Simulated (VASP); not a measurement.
# Li2Se (Fm-3m) in VASP: a series of runs

Li2Se is run at these levels: PBE0, PBE; tasks: single point.

Program: VASP 6.6.1. These are calculated values, not measurements. Logs are shortened: lines on timing, memory, paths and dates and some standing lists are left out, and cuts for length are marked.

## (1) The cell of the first run

Symmetry: Fm-3m, No. 225, cubic system. Conventional cell: a = 5.987 Å, b = 5.987 Å, c = 5.987 Å, α = 90.00°, β = 90.00°, γ = 90.00°. Se (site symmetry m-3m) has 8 Li at 2.59 Å within 3.4 Å. Li (site symmetry -43m) has 4 Se at 2.59 Å and 6 Li at 2.99 Å within 3.4 Å.

## (2) Single point, PBE0

Contents of POSCAR:

```
Li2Se
1.0
    0.0000000000      2.9935209417      2.9935209417
    2.9935209417      0.0000000000      2.9935209417
    2.9935209417      2.9935209417      0.0000000000
Se Li
1 2
Direct
    0.0000000000      0.0000000000      0.0000000000
    0.2500000000      0.2500000000      0.2500000000
    0.7500000000      0.7500000000      0.7500000000
```

Contents of INCAR.step1:

```
SYSTEM = Li2Se
ALGO = Normal
EDIFF = 1E-5
ENCUT = 650
GGA = PE
GGA_COMPAT = .FALSE.
ISIF = 2
ISMEAR = 0
LASPH = .TRUE.
LCHARG = .FALSE.
LREAL = .FALSE.
LWAVE = .TRUE.
NBANDS = 13
NELM = 120
PREC = Accurate
SIGMA = 0.01
```

Contents of INCAR.step2:

```
SYSTEM = Li2Se
AEXX = 0.25
ALGO = Normal
EDIFF = 1E-6
ENCUT = 650
GGA = PE
GGA_COMPAT = .FALSE.
ISIF = 2
ISMEAR = 0
ISTART = 1
LASPH = .TRUE.
LCHARG = .FALSE.
LHFCALC = .TRUE.
LREAL = .FALSE.
LWAVE = .FALSE.
NBANDS = 13
NELM = 120
PREC = Accurate
PRECFOCK = Normal
SIGMA = 0.01
```

Contents of KPOINTS:

```
k-points
0
G
  6 6 6
  0 0 0
```

Potentials or basis: VASP PAW PBE potentials, release 64 (Se, Li_sv).

Launch:

```console
$ cat potpaw_PBE.64/Se/POTCAR potpaw_PBE.64/Li_sv/POTCAR > POTCAR
$ cp INCAR.step1 INCAR
$ mpirun -np 1 vasp_std > vasp.out
$ cp INCAR.step2 INCAR
$ mpirun -np 1 vasp_std > vasp.out
```

OUTCAR:

```text
SYSTEM = Li2Se
   AEXX = 0.25
   EDIFF = 1E-6
   ENCUT = 650
   GGA = PE
   ISIF = 2
   ISMEAR = 0
   ISTART = 1
   LASPH = .TRUE.
   LHFCALC = .TRUE.
   LREAL = .FALSE.
   NELM = 120
   PREC = Accurate
   PRECFOCK = Normal

 ion  position               nearest neighbor table
   1  0.000  0.000  0.000-   3 2.59   3 2.59   3 2.59   2 2.59   3 2.59   2 2.59   2 2.59   2 2.59

   2  0.250  0.250  0.250-   1 2.59   1 2.59   1 2.59   1 2.59
   3  0.750  0.750  0.750-   1 2.59   1 2.59   1 2.59   1 2.59

  LATTYP: Found a face centered cubic cell.
 ALAT       =     5.9870418834

  Lattice vectors:

 A1 = (   0.0000000000,   2.9935209417,   2.9935209417)
 A2 = (   2.9935209417,   0.0000000000,   2.9935209417)
 A3 = (   2.9935209417,   2.9935209417,   0.0000000000)

Analysis of symmetry for initial positions (statically):
=====================================================================
 Subroutine PRICEL returns:
 Original cell was already a primitive cell.

 Routine SETGRP: Setting up the symmetry group for a
 face centered cubic supercell.

 Subroutine GETGRP returns: Found 48 space group operations
 (whereof 48 operations were pure point group operations)
 out of a pool of 48 trial point group operations.

The static configuration has the point symmetry O_h .

Analysis of symmetry for dynamics (positions and initial velocities):
=====================================================================
 Subroutine PRICEL returns:
 Original cell was already a primitive cell.

 Routine SETGRP: Setting up the symmetry group for a
 face centered cubic supercell.

 Subroutine GETGRP returns: Found 48 space group operations
 (whereof 48 operations were pure point group operations)
 out of a pool of 48 trial point group operations.

The dynamic configuration has the point symmetry O_h .

 Subroutine INISYM returns: Found 48 space group operations
 (whereof 48 operations are pure point group operations),
 and found     1 'primitive' translations

----------------------------------------------------------------------------------------

                                     Primitive cell

  volume of cell :      53.6509

  direct lattice vectors                    reciprocal lattice vectors
     0.000000000  2.993520942  2.993520942    -0.167027393  0.167027393  0.167027393
     2.993520942  0.000000000  2.993520942     0.167027393 -0.167027393  0.167027393
     2.993520942  2.993520942  0.000000000     0.167027393  0.167027393 -0.167027393

  length of vectors
     4.233477915  4.233477915  4.233477915     0.289299932  0.289299932  0.289299932

  position of ions in fractional coordinates (direct lattice)
     0.000000000  0.000000000  0.000000000
     0.250000000  0.250000000  0.250000000
     0.750000000  0.750000000  0.750000000

  ion indices of the primitive-cell ions
   primitive index   ion index
                 1           1
                 2           2
                 3           3

----------------------------------------------------------------------------------------

 KPOINTS: k-points

Automatic generation of k-mesh.
 Grid dimensions read from file:
 generate k-points for:    6    6    6

 Generating k-lattice:

  Cartesian coordinates                     Fractional coordinates (reciprocal lattice)
    -0.027837899  0.027837899  0.027837899     0.166666667  0.000000000  0.000000000
     0.027837899 -0.027837899  0.027837899     0.000000000  0.166666667  0.000000000
     0.027837899  0.027837899 -0.027837899     0.000000000  0.000000000  0.166666667

  Length of vectors
     0.048216655  0.048216655  0.048216655

  Shift w.r.t. Gamma in fractional coordinates (k-lattice)
     0.000000000  0.000000000  0.000000000

 Subroutine IBZKPT returns following result:
 ===========================================

 Found     16 irreducible k-points:

 Following reciprocal coordinates:
            Coordinates               Weight
  0.000000  0.000000  0.000000      1.000000
  0.166667  0.000000  0.000000      8.000000
  0.333333  0.000000  0.000000      8.000000
  0.500000  0.000000  0.000000      4.000000
  0.166667  0.166667  0.000000      6.000000
  0.333333  0.166667  0.000000     24.000000
[... 8 lines left out ...]
 -0.333333  0.333333  0.166667     24.000000
 -0.333333  0.500000  0.166667     12.000000
   k-points           NKPTS =     16   k-points in BZ     NKDIM =    216   number of bands    NBANDS=     13
   number of dos      NEDOS =    301   number of ions     NIONS =      3
   total plane-waves  NPLWV =  46656
   dimension x,y,z NGX =    36 NGY =   36 NGZ =   36
   dimension x,y,z NGXF=    72 NGYF=   72 NGZF=   72
   ions per type =               1   2
   NGX,Y,Z   is equivalent  to a cutoff of  14.14, 14.14, 14.14 a.u.
   NGXF,Y,Z  is equivalent  to a cutoff of  28.27, 28.27, 28.27 a.u.
 SYSTEM =  Li2Se
   PREC   = accura    normal or accurate (medium, high low for compatibility)
   ISTART =      1    job   : 0-new  1-cont  2-samecut
   ICHARG =      0    charge: 1-file 2-atom 10-const
   ISPIN  =      1    spin polarized calculation?
   LNONCOLLINEAR =      F non collinear calculations
   LSORBIT =      F    spin-orbit coupling
   LASPH  =      T    aspherical Exc in radial PAW
   ENCUT  =  650.0 eV  47.77 Ry    6.91 a.u.   8.80  8.80  8.80*2*pi/ulx,y,z
   NELM   =    120;   NELMIN=  2; NELMDL=  0     # of ELM steps
   EDIFF  = 0.1E-05   stopping-criterion for ELM
   LREAL  =      F    real-space projection
   EDIFFG = 0.1E-04   stopping-criterion for IOM
   NSW    =      0    number of steps for IOM
   IBRION =     -1    ionic relax: 0-MD 1-quasi-New 2-CG
   NFREE  =      0    steps in history (QN), initial steepest desc. (CG)
   ISIF   =      2    stress and relaxation
   ISYM   =      3    0-nonsym 1-usesym 2-fastsym
   POTIM  = 0.5000    time-step for ionic-motion
   TEBEG  =    0.0;   TEEND  =   0.0 temperature during run
   PSTRESS=    0.0 pullay stress
   NELECT =      12.0000    total number of electrons
   NUPDOWN=      -1.0000    fix difference up-down
   EMIN   =  10.00;   EMAX   =-10.00  energy-range for DOS
   EFERMI =   0.00;   METHOD = LEGACY
   ISMEAR =     0;   SIGMA  =   0.01  broadening in eV -4-tet -1-fermi 0-gaus
   EFERMI_NEDOS =   21; number of points for ismear=-14 and -15
   IALGO  =     38    algorithm
   IMIX   =      1    mixing-type and parameters
     AMIX     =   0.40;   BMIX     =  1.00
     AMIX_MAG =   1.60;   BMIX_MAG =  1.00
  volume/ion in A,a.u.               =      17.88       120.68
  Fermi-wavevector in a.u.,A,eV,Ry     =   0.993748  1.877911 13.436231  0.987535
  Thomas-Fermi vector in A             =   2.125651
   LORBIT       =      0    0 simple, 1 ext, 2 COOP (PROOUT), +10 PAW based schemes
   GGA     = PE    functional components
   LHFCALC =     T    Hartree Fock is set to
   PRECFOCK=normal    Normal, Fast or Accurate (Low or Medium for compatibility)
   ENCUT4O =  -1.0   cutoff for four orbital integrals eV
   NKREDX  =     1    reduce k-point grid by
   NKREDY  =     1    reduce k-point grid by
   NKREDZ  =     1    reduce k-point grid by
   AEXX    =    0.2500 exact exchange contribution
   HFSCREEN=    0.0000 screening length (either q_TF or 0.3 A-1)
   HFSCREENC=   0.0000 screening length for correlation (either q_TF or 0.3 A-1)
   ENCUTFOCK=  -1.0 apply spherical cutoff to Coloumb kernel
   IVDW    =     0    specifies the selected vdW correction
   LEPSILON=     F    determine dielectric tensor
   LRPA    =     F    only Hartree local field effects (RPA)
 non-spin polarized calculation
 Gauss-broadening in eV      SIGMA  =   0.01
  energy-cutoff  :      650.00
  volume of cell :       53.65
 maximum number of plane-waves:      2044
  NGX = 28; NGY = 28; NGZ = 28

 number of electron      11.9999994 magnetization

 Free energy of the ion-electron system (eV)
  ---------------------------------------------------
  ext. energy  EPLUGINS =         0.00000000
  ---------------------------------------------------
  free energy    TOTEN  =       -13.44829374 eV

  energy without entropy =      -13.44829374  energy(sigma->0) =      -13.44829374

 E-fermi :   0.2224     XC(G=0):  -6.5645

 val. band max:        0.0275934022   @ k =   0.0000   0.0000   0.0000
 cond. band min:       4.5315907922   @ k =   0.5000   0.5000   0.0000
 fundamental gap:      4.5039973901
 Fermi energy:         0.2224104180

 k-point     1 :       0.0000    0.0000    0.0000
  band No.  band energies     occupation
      1     -47.7848      2.00000
      2     -47.7587      2.00000
      3     -12.5226      2.00000
      4       0.0276      2.00000
      5       0.0276      2.00000
      6       0.0276      2.00000
      7       5.0886      0.00000
      8       7.4278      0.00000
      9       7.4278      0.00000
     10       7.4278      0.00000
     11      12.5661      0.00000
     12      12.5661      0.00000
     13      12.9298      0.00000

 k-point     2 :       0.1667    0.0000    0.0000
  band No.  band energies     occupation
      1     -47.7829      2.00000
      2     -47.7604      2.00000
      3     -12.4227      2.00000
      4      -1.0832      2.00000
      5      -0.1398      2.00000
      6      -0.1398      2.00000
      7       5.8580      0.00000
      8       7.8127      0.00000
      9       7.8127      0.00000
     10       8.0995      0.00000
     11      11.0435      0.00000
     12      11.0435      0.00000
     13      13.1089      0.00000
[... 193 lines left out ...]
 k-point    15 :      -0.3333    0.3333    0.1667
  band No.  band energies     occupation
      1     -47.7711      2.00000
      2     -47.7710      2.00000
      3     -11.9807      2.00000
      4      -2.6464      2.00000
      5      -1.7835      2.00000
      6      -1.2959      2.00000
      7       6.9315      0.00000
      8       7.8978      0.00000
      9      10.2025      0.00000
     10      10.7242      0.00000
     11      10.8749      0.00000
     12      12.9836      0.00000
     13      14.7770      0.00000

 k-point    16 :      -0.3333    0.5000    0.1667
  band No.  band energies     occupation
      1     -47.7733      2.00000
      2     -47.7688      2.00000
      3     -11.9464      2.00000
      4      -2.3364      2.00000
      5      -1.8494      2.00000
      6      -1.8170      2.00000
      7       5.8852      0.00000
      8       8.9234      0.00000
      9       9.5008      0.00000
     10      11.2968      0.00000
     11      12.8306      0.00000
     12      13.7445      0.00000
     13      14.1242      0.00000

------------------------ aborting loop because EDIFF is reached ----------------------------------------

  FORCE on cell =-STRESS in cart. coord.  units (eV):
  Direction    XX          YY          ZZ          XY          YZ          ZX
  --------------------------------------------------------------------------------------
  -------------------------------------------------------------------------------------
  Total       -0.1849799     -0.1849799     -0.1849799     -0.0000000     -0.0000000      0.0000000
  in kB       -5.5240568     -5.5240568     -5.5240568     -0.0000000     -0.0000000      0.0000000
  external PRESSURE =      -5.5240568 kB  Pullay stress =       0.0000000 kB

 VOLUME and BASIS-vectors are now :
 -----------------------------------------------------------------------------
  energy-cutoff  :      650.00
  volume of cell :       53.65
      direct lattice vectors                 reciprocal lattice vectors
     0.000000000  2.993520942  2.993520942    -0.167027393  0.167027393  0.167027393
     2.993520942  0.000000000  2.993520942     0.167027393 -0.167027393  0.167027393
     2.993520942  2.993520942  0.000000000     0.167027393  0.167027393 -0.167027393

 POSITION                                       TOTAL-FORCE (eV/Angst)
 -----------------------------------------------------------------------------------
      0.00000      0.00000      0.00000         0.000000      0.000000      0.000000
      1.49676      1.49676      1.49676        -0.000000     -0.000000     -0.000000
      4.49028      4.49028      4.49028         0.000000      0.000000      0.000000
 -----------------------------------------------------------------------------------
    total drift:                               -0.000000     -0.000000     -0.000000

  FREE ENERGIE OF THE ION-ELECTRON SYSTEM (eV)
  ---------------------------------------------------
  free  energy   TOTEN  =       -13.4482937415 eV

  energy  without entropy=      -13.4482937415  energy(sigma->0) =      -13.44829374
```

It took 34 min on 1 thread of Intel Xeon Platinum 8259CL at 2.50GHz (Skylake/Cascade Lake), shared host; peak memory 0.24 GiB.

Results:

```yaml
Free_energy: -13.4483 eV
Pressure: -0.6 GPa
Band_gap_on_the_k_mesh: 4.50 eV (least direct gap 5.06 eV)
```

Levels at points of the mesh, in eV from the valence-band top:
```
           k point  band 3  band 4  band 5  band 6  band 7  band 8  band 9  band 10
(0.00, 0.00, 0.00)  -12.55    0.00    0.00    0.00    5.06    7.40    7.40     7.40
(0.50, 0.00, 0.00)  -12.11   -3.26   -0.58   -0.58    6.91    7.72    7.72     9.78
(0.50, 0.50, 0.00)  -11.98   -2.58   -1.59   -1.59    4.50    7.95   12.43    12.43
```

Caveat: the structure was generated, so it needn't be the stable form of Li2Se; the PAW data sets were made with another functional, which shifts forces and pressure a little. A k mesh can miss the band edges.

## (3) Single point, PBE

Contents of INCAR:

```
SYSTEM = Li2Se
ALGO     = Normal         ! electronic algorithm
EDIFF    = 1E-6           ! SCF threshold, eV
ENCUT    = 750            ! plane-wave cutoff, eV
GGA      = PE             ! functional
GGA_COMPAT= .FALSE.      
ISIF     = 2              ! what is computed and relaxed
ISMEAR   = 0              ! smearing method
LASPH    = .TRUE.         ! aspherical terms in the spheres
LCHARG   = .TRUE.         ! write CHGCAR
LELF     = .TRUE.         ! ELF
LREAL    = .FALSE.        ! projectors in reciprocal space
LVHAR    = .TRUE.       
LWAVE    = .FALSE.        ! write WAVECAR
NBANDS   = 13             ! bands
NELM     = 120            ! most SCF steps
PREC     = Accurate       ! precision mode
SIGMA    = 0.01           ! smearing width, eV
```

Contents of KPOINTS:

```
k-points
0
G
  4 4 4
  0 0 0
```

POSCAR is that of step 2.

Potentials or basis: VASP PAW PBE potentials, release 64 (Se, Li_sv).

Launch:

```console
$ cat potpaw_PBE.64/Se/POTCAR potpaw_PBE.64/Li_sv/POTCAR > POTCAR
$ mpirun -np 1 vasp_std > vasp.out
```

It took 10 s on 1 thread of AMD EPYC 9R45 (Zen 5), shared host; peak memory 0.2 GiB.

It converged, with:

- Free energy: -11.1187 eV
- Pressure: 0.3 GPa
- Band gap on the k mesh: 2.96 eV (least direct gap 3.42 eV)

Levels at points of the mesh, in eV from the valence-band top:
| k point | band 2 | band 3 | band 4 | band 5 | band 6 | band 7 | band 8 | band 9 | band 10 | band 11 |
| --- | --- | --- | --- | --- | --- | --- | --- | --- | --- | --- |
| (0.00, 0.00, 0.00) | -44.69 | -11.41 | 0.00 | 0.00 | 0.00 | 3.42 | 5.62 | 5.62 | 5.62 | 10.60 |
| (0.50, 0.00, 0.00) | -44.70 | -11.04 | -2.93 | -0.53 | -0.53 | 5.14 | 5.96 | 5.96 | 7.98 | 11.54 |
| (0.50, 0.50, 0.00) | -44.69 | -10.93 | -2.30 | -1.46 | -1.46 | 2.96 | 6.18 | 10.37 | 10.37 | 11.48 |

Caveat: the k points lie up to 0.45 Å⁻¹ apart; the structure was generated, so it needn't be the stable form of Li2Se.

## (4) Single point, PBE

This run uses another cell than the first one, of 18.06 Å³/atom.

Contents of INCAR:

```
PREC = Accurate ; ENCUT = 750
EDIFF = 1E-6 ; ISMEAR = -1
SIGMA = 0.02 ; LREAL = F
LASPH = T ; NELM = 120
ALGO = Normal ; ISIF = 2
LWAVE = F ; LCHARG = F
GGA = PE ; NBANDS = 13
GGA_COMPAT = F
```

Contents of KPOINTS:

```
Automatic mesh
0
Gamma
  8 8 8
```

Contents of POSCAR:

```
Li2Se
1.0
    0.0000000000      3.0034325832      3.0034325832
    3.0034325832      0.0000000000      3.0034325832
    3.0034325832      3.0034325832      0.0000000000
Se Li
1 2
Direct
    0.0000000000      0.0000000000      0.0000000000
    0.2500000000      0.2500000000      0.2500000000
    0.7500000000      0.7500000000      0.7500000000
```

Launch:

```console
$ cat potpaw_PBE.64/Se/POTCAR potpaw_PBE.64/Li_sv/POTCAR > POTCAR
$ mpirun -np 1 vasp_std > vasp.out
```

Wall time 24 s (1 thread of AMD EPYC 9R45 (Zen 5), shared host); peak memory 0.22 GiB.

It converged, with:

```
Free energy            : -11.1310 eV
Pressure               : -0.1 GPa
Band gap on the k mesh : 2.98 eV (least direct gap 3.38 eV)
```

Levels at points of the mesh, in eV from the valence-band top:
| k point | band 2 | band 3 | band 4 | band 5 | band 6 | band 7 | band 8 | band 9 | band 10 | band 11 |
| --- | --- | --- | --- | --- | --- | --- | --- | --- | --- | --- |
| (0.00, 0.00, 0.00) | -44.69 | -11.39 | 0.00 | 0.00 | 0.00 | 3.38 | 5.62 | 5.62 | 5.62 | 10.58 |
| (0.50, 0.00, 0.00) | -44.70 | -11.02 | -2.90 | -0.52 | -0.52 | 5.10 | 5.96 | 5.96 | 7.94 | 11.48 |
| (0.50, 0.50, 0.00) | -44.70 | -10.91 | -2.27 | -1.43 | -1.43 | 2.98 | 6.16 | 10.30 | 10.30 | 11.38 |

Caveat: the structure was generated, so it needn't be the stable form of Li2Se. A k mesh can miss the band edges.

## (5) The runs side by side

| level | cell | k mesh | cutoff (eV) | smearing | grid for exact exchange (PRECFOCK) | share of exact exchange | gap on the mesh (eV) | pressure (GPa) |
| --- | --- | --- | --- | --- | --- | --- | --- | --- |
| PBE0 | a = 4.233 Å, angles 60.0°, 3 atoms | 6 × 6 × 6 | 650 | gaussian 0.01 eV | Normal | 0.25 | 4.50 | -0.6 |
| PBE | a = 4.233 Å, angles 60.0°, 3 atoms | 4 × 4 × 4 | 750 | gaussian 0.01 eV | - | - | 2.96 | 0.3 |
| PBE | a = 4.247 Å, angles 60.0°, 3 atoms | 8 × 8 × 8 | 750 | fermi-dirac 0.02 eV | - | - | 2.98 | -0.1 |

Alike in all rows: task single point; potentials or basis VASP PAW PBE potentials, release 64 (Se, Li_sv); no spin polarisation.

Caveats: some runs use coarse meshes; the structure was generated, so it needn't be the stable form of Li2Se; the PAW data sets were made with another functional, which shifts forces and pressure a little (at least some runs).

Absolute energies hang on the potentials; compare differences alone.
